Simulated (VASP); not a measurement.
# CoSi (Pm-3m) in VASP: settings compared, part 2 of 2

VASP 6.6.1. Earlier steps stand in the parts before.

### 4 Single point, LDA, collinear spin, ferromagnetic start (volume scaled by 1.06)

Input file INCAR:

```
SYSTEM = CoSi
PREC = Accurate
ENCUT = 520
EDIFF = 1E-7
ISMEAR = -1
SIGMA = 0.05
LREAL = .False.
LASPH = .True.
NELM = 150
ALGO = Normal
ISIF = 2
LWAVE = .False.
LCHARG = .True.
ISPIN = 2
MAGMOM = 2 0
LORBIT = 11
LMAXMIX = 4
LELF = .True.
LVHAR = .True.
NBANDS = 18
```

Input file KPOINTS:

```
regular mesh
0
Gamma
  10 10 10
  0 0 0
```

Input file POSCAR:

```
CoSi
1.0
    2.8358838098      0.0000000000      0.0000000000
    0.0000000000      2.8358838098      0.0000000000
    0.0000000000      0.0000000000      2.8358838098
Co Si
1 1
Direct
    0.0000000000      0.0000000000      0.0000000000
    0.5000000000      0.5000000000      0.5000000000
```

Potentials or basis: VASP PAW LDA potentials, release 64 (Co, Si).

Command:

```
$ cat potpaw_LDA.64/Co/POTCAR potpaw_LDA.64/Si/POTCAR > POTCAR
$ mpirun -np 1 vasp_std > vasp.out
```

OUTCAR:

```text
SYSTEM = CoSi
   PREC = Accurate
   ENCUT = 520
   EDIFF = 1E-7
   ISMEAR = -1
   LREAL = .False.
   LASPH = .True.
   NELM = 150
   ISIF = 2
   ISPIN = 2
   LORBIT = 11

 ion  position               nearest neighbor table
   1  0.000  0.000  0.000-   2 2.46   2 2.46   2 2.46   2 2.46   2 2.46   2 2.46   2 2.46   2 2.46

   2  0.500  0.500  0.500-   1 2.46   1 2.46   1 2.46   1 2.46   1 2.46   1 2.46   1 2.46   1 2.46

  LATTYP: Found a simple cubic cell.
 ALAT       =     2.8358838098

  Lattice vectors:

 A1 = (   2.8358838098,   0.0000000000,   0.0000000000)
 A2 = (   0.0000000000,   2.8358838098,   0.0000000000)
 A3 = (   0.0000000000,   0.0000000000,   2.8358838098)

Analysis of symmetry for initial positions (statically):
[... 1222 lines left out ...]
  energy-cutoff  :      520.00
  volume of cell :       22.81
      direct lattice vectors                 reciprocal lattice vectors
     2.835883810  0.000000000  0.000000000     0.352623756  0.000000000  0.000000000
     0.000000000  2.835883810  0.000000000     0.000000000  0.352623756  0.000000000
     0.000000000  0.000000000  2.835883810     0.000000000  0.000000000  0.352623756

 POSITION                                       TOTAL-FORCE (eV/Angst)
 -----------------------------------------------------------------------------------
      0.00000      0.00000      0.00000         0.000000      0.000000      0.000000
      1.41794      1.41794      1.41794         0.000000      0.000000      0.000000
 -----------------------------------------------------------------------------------
    total drift:                               -0.000000      0.000000      0.000000

  FREE ENERGIE OF THE ION-ELECTRON SYSTEM (eV)
  ---------------------------------------------------
  free  energy   TOTEN  =       -15.0583165999 eV

  energy  without entropy=      -15.0405497188  energy(sigma->0) =      -15.04943316

 total charge

# of ion       s       p       d       tot
------------------------------------------
    1        0.418   0.525   7.559   8.501
    2        0.722   0.831   0.000   1.552
--------------------------------------------------
tot          1.139   1.356   7.559  10.054

 magnetization (x)

# of ion       s       p       d       tot
------------------------------------------
    1        0.006   0.002   0.433   0.440
    2       -0.000   0.006   0.000   0.006
--------------------------------------------------
tot          0.006   0.007   0.433   0.446
```

OSZICAR:

```text
N       E                     dE             d eps       ncg     rms          rms(c)
DAV:   1     0.450336666910E+02    0.45034E+02   -0.51121E+03  4152   0.746E+02
DAV:   2    -0.136142349843E+02   -0.58648E+02   -0.51480E+02  4428   0.164E+02
DAV:   3    -0.163720618054E+02   -0.27578E+01   -0.26923E+01  4802   0.377E+01
DAV:   4    -0.164066962146E+02   -0.34634E-01   -0.34590E-01  4696   0.371E+00
DAV:   5    -0.164074707797E+02   -0.77457E-03   -0.77449E-03  4950   0.581E-01    0.142E+01
DAV:   6    -0.197101257853E+02   -0.33027E+01   -0.38514E+01  4516   0.745E+01    0.190E+01
DAV:   7    -0.150905101385E+02    0.46196E+01   -0.20774E+01  4578   0.508E+01    0.217E+00
DAV:   8    -0.150724525326E+02    0.18058E-01   -0.19776E-01  5020   0.306E+00    0.131E+00
DAV:   9    -0.150596737271E+02    0.12779E-01   -0.22283E-02  5390   0.145E+00    0.589E-01
DAV:  10    -0.150584448583E+02    0.12289E-02   -0.71746E-04  5754   0.209E-01    0.193E-01
DAV:  11    -0.150583363252E+02    0.10853E-03   -0.70295E-05  5060   0.955E-02    0.936E-02
DAV:  12    -0.150583253724E+02    0.10953E-04   -0.51633E-05  5854   0.629E-02    0.337E-02
DAV:  13    -0.150583172283E+02    0.81442E-05   -0.24931E-06  5258   0.134E-02    0.975E-03
DAV:  14    -0.150583168065E+02    0.42179E-06   -0.40614E-07  3608   0.499E-03    0.457E-03
DAV:  15    -0.150583165987E+02    0.20776E-06   -0.65363E-07  3072   0.564E-03    0.115E-03
DAV:  16    -0.150583165999E+02   -0.11606E-08   -0.30417E-08  2276   0.138E-03
   1 F= -.15058317E+02 E0= -.15049433E+02  d E =-.177669E-01  mag=     0.4385
```

stdout:

```text
POSCAR found type information on POSCAR CoSi
 POSCAR found :  2 types and       2 ions
 scaLAPACK will be used
 LDA part: xc-table for (Slater(with rela. corr.)+CA(PZ))
 , standard interpolation
 POSCAR, INCAR and KPOINTS ok, starting setup
 FFT: planning ... GRIDC
 FFT: planning ... GRID_SOFT
 FFT: planning ... GRID
 WAVECAR not read
 entering main loop
```

Wall time 30 s (1 thread of AMD EPYC 9R45 (Zen 5), shared host); peak memory 0.13 GiB.

What came out:

```
Free energy                                           : -15.0583 eV
Pressure                                              : -22.0 GPa
Net moment                                            : 0.44 μB per cell
Site moments                                          : Co +0.44; Si +0.01 μB
Valence electrons inside the program's atomic spheres : Co 8.50; Si 1.55
```

Caveat: the cell differs from its parent crystal (volume scaled by 1.06).

### 5 Single point, B3LYP, collinear spin, ferromagnetic start

This run uses another cell than the first one, of 10.99 Å³/atom, 0.982 times its volume.

Input file POSCAR:

```
CoSi
1.0
    2.8011795619      0.0000000000      0.0000000000
    0.0000000000      2.8011795619      0.0000000000
    0.0000000000      0.0000000000      2.8011795619
Co Si
1 1
Direct
    0.0000000000      0.0000000000      0.0000000000
    0.5000000000      0.5000000000      0.5000000000
```

Input file INCAR.step1:

```
SYSTEM = CoSi
PREC     = Accurate       ! precision mode
ENCUT    = 520            ! plane-wave cutoff, eV
EDIFF    = 1E-5           ! SCF threshold, eV
ISMEAR   = -1             ! smearing method
SIGMA    = 0.05           ! smearing width, eV
LREAL    = .FALSE.        ! projectors in reciprocal space
LASPH    = .TRUE.         ! aspherical terms in the spheres
NELM     = 150            ! most SCF steps
ALGO     = Normal         ! electronic algorithm
ISIF     = 2              ! what is computed and relaxed
LWAVE    = .TRUE.         ! write WAVECAR
LCHARG   = .FALSE.        ! write CHGCAR
ISPIN    = 2              ! spin polarisation
MAGMOM   = 2 0            ! initial moments
LORBIT   = 11             ! projections on sites
LMAXMIX  = 4              ! l up to which the mixer works
GGA      = PE             ! functional
NBANDS   = 18             ! bands
```

Input file INCAR.step2:

```
SYSTEM = CoSi
PREC     = Accurate       ! precision mode
ENCUT    = 520            ! plane-wave cutoff, eV
EDIFF    = 1E-6           ! SCF threshold, eV
ISMEAR   = -1             ! smearing method
SIGMA    = 0.05           ! smearing width, eV
LREAL    = .FALSE.        ! projectors in reciprocal space
LASPH    = .TRUE.         ! aspherical terms in the spheres
NELM     = 150            ! most SCF steps
ALGO     = Normal         ! electronic algorithm
ISIF     = 2              ! what is computed and relaxed
LWAVE    = .FALSE.        ! write WAVECAR
LCHARG   = .FALSE.        ! write CHGCAR
ISPIN    = 2              ! spin polarisation
MAGMOM   = 2 0            ! initial moments
LORBIT   = 11             ! projections on sites
LMAXMIX  = 4              ! l up to which the mixer works
GGA      = B3             ! functional
LHFCALC  = .TRUE.         ! exact exchange
AEXX     = 0.2            ! exact-exchange fraction
AGGAX    = 0.72         
AGGAC    = 0.81         
ALDAC    = 0.19         
PRECFOCK = Normal       
ISTART   = 1            
NBANDS   = 18             ! bands
```

Input file KPOINTS:

```
regular mesh
0
G
  5 5 5
  0 0 0
```

Potentials or basis: VASP PAW PBE potentials, release 64 (Co, Si).

Command:

```
$ cat potpaw_PBE.64/Co/POTCAR potpaw_PBE.64/Si/POTCAR > POTCAR
$ cp INCAR.step1 INCAR
$ mpirun -np 1 vasp_std > vasp.out
$ cp INCAR.step2 INCAR
$ mpirun -np 1 vasp_std > vasp.out
```

It took 10 min on 1 thread of Intel Xeon Platinum 8259CL at 2.50GHz (Skylake/Cascade Lake), shared host; peak memory 0.16 GiB.

Results (log left out):

```yaml
Free_energy: -14.5437 eV
Pressure: 0.8 GPa
Net_moment: 0.87 μB per cell
Site_moments: Co +0.93; Si +0.02 μB
Valence_electrons_inside_the_program's_atomic_spheres: Co 8.60; Si 1.60
```

Levels at points of the mesh, in eV from the Fermi level:
Spin up:
```
           k point  band 4  band 5  band 6  band 7  band 8  band 9  band 10  band 11
(0.00, 0.00, 0.00)   -4.04   -4.04   -4.04    2.66    2.66    2.66     7.31     7.31
```
Spin down:
```tsv
k point	band 4	band 5	band 6	band 7	band 8	band 9
(0.00, 0.00, 0.00)	-3.29	-3.29	-3.29	2.71	2.71	2.71
```

Caveat: the k points lie up to 0.45 Å⁻¹ apart; the PAW data sets were made with another functional, which shifts forces and pressure a little.

### 6 Single point, LDA, collinear spin, ferromagnetic start

This run uses another cell than the first one, of 10.76 Å³/atom, 0.962 times its volume.

Input file INCAR:

```
ALGO     = Normal         # electronic algorithm
EDIFF    = 1E-7           # SCF threshold, eV
ENCUT    = 520            # plane-wave cutoff, eV
ISIF     = 2              # what is computed and relaxed
ISMEAR   = -1             # smearing method
ISPIN    = 2              # spin polarisation
LASPH    = True           # aspherical terms in the spheres
LCHARG   = False          # write CHGCAR
LMAXMIX  = 4              # l up to which the mixer works
LORBIT   = 11             # projections on sites
LREAL    = False          # projectors in reciprocal space
LWAVE    = False          # write WAVECAR
MAGMOM   = 2 0            # initial moments
NBANDS   = 18             # bands
NELM     = 150            # most SCF steps
PREC     = Accurate       # precision mode
SIGMA    = 0.05           # smearing width, eV
```

Input file KPOINTS:

```
k-points
0
Gamma
  10 10 10
```

Input file POSCAR:

```
CoSi
1.0
    2.7813340000      0.0000000000      0.0000000000
    0.0000000000      2.7813340000      0.0000000000
    0.0000000000      0.0000000000      2.7813340000
Co Si
1 1
Direct
    0.0000000000      0.0000000000      0.0000000000
    0.5000000000      0.5000000000      0.5000000000
```

Potentials or basis: VASP PAW LDA potentials, release 64 (Co, Si).

Command:

```
$ cat potpaw_LDA.64/Co/POTCAR potpaw_LDA.64/Si/POTCAR > POTCAR
$ mpirun -np 1 vasp_std > vasp.out
```

Wall time 72 s (1 thread of Intel Xeon 8259CL, shared host); peak memory 0.16 GiB.

The run converged. Its results:

| Item | Value |
| --- | --- |
| Free energy | -15.1983 eV |
| Pressure | -12.3 GPa |
| Net moment | 0.31 μB per cell |
| Site moments | Co +0.31; Si +0.01 μB |
| Valence electrons inside the program's atomic spheres | Co 8.64; Si 1.58 |

Levels at points of the mesh, in eV from the Fermi level:
Spin up:
| k point | band 5 | band 6 | band 7 | band 8 | band 9 | band 10 |
| --- | --- | --- | --- | --- | --- | --- |
| (0.00, 0.00, 0.00) | -1.38 | -1.38 | 3.05 | 3.05 | 3.05 | 7.69 |
| (0.50, 0.00, 0.00) | -2.65 | -1.23 | -0.40 | 6.83 | 8.09 | 8.09 |
| (0.50, 0.50, 0.00) | -2.18 | -2.18 | -0.70 | 1.51 | 1.91 | 8.05 |
| (0.50, 0.50, 0.50) | -0.66 | -0.66 | 1.42 | 1.42 | 1.42 | 3.61 |
Spin down:
```tsv
k point	band 2	band 3	band 4	band 5	band 6	band 7	band 8	band 9	band 10	band 11
(0.00, 0.00, 0.00)	-3.59	-3.59	-1.16	-1.16	-1.16	3.07	3.07	3.07	7.81	7.81
(0.50, 0.00, 0.00)	-8.65	-2.79	-2.47	-2.47	-1.00	-0.03	6.83	8.15	8.15	9.54
(0.50, 0.50, 0.00)	-5.10	-5.10	-3.77	-1.98	-1.98	-0.30	1.70	2.13	8.05	13.53
(0.50, 0.50, 0.50)	-5.73	-5.73	-1.65	-0.26	-0.26	1.46	1.46	1.46	3.77	3.77
```

### 7 The runs side by side

| level | potentials or basis | cell | k mesh | grid for exact exchange (PRECFOCK) | gap on the mesh (eV) | pressure (GPa) | moment (μB) |
| --- | --- | --- | --- | --- | --- | --- | --- |
| LDA | VASP PAW LDA potentials, release 64 (Co, Si) | a = 2.818 Å, 2 atoms | 10 × 10 × 10 | - | none | -18.9 | 0.41 |
| PBEsol | VASP PAW PBE potentials, release 64 (Co, Si) | a = 2.818 Å, 2 atoms | 10 × 10 × 10 | - | none | -13.7 | 0.54 |
| LDA | VASP PAW LDA potentials, release 64 (Co, Si) | a = 2.836 Å, 2 atoms | 10 × 10 × 10 | - | none | -22.0 | 0.44 |
| B3LYP | VASP PAW PBE potentials, release 64 (Co, Si) | a = 2.801 Å, 2 atoms | 5 × 5 × 5 | Normal | none | 0.8 | 0.87 |
| LDA | VASP PAW LDA potentials, release 64 (Co, Si) | a = 2.781 Å, 2 atoms | 10 × 10 × 10 | - | none | -12.3 | 0.31 |

Alike in all rows: task single point; spin collinear, ferromagnetic start; cutoff (eV) 520; smearing fermi-dirac 0.05 eV.

Caveats: some runs use coarse meshes; the PAW data sets were made with another functional, which shifts forces and pressure a little (some runs).

Total energies depend on the potentials used, so only differences within one code and one set of settings carry meaning.
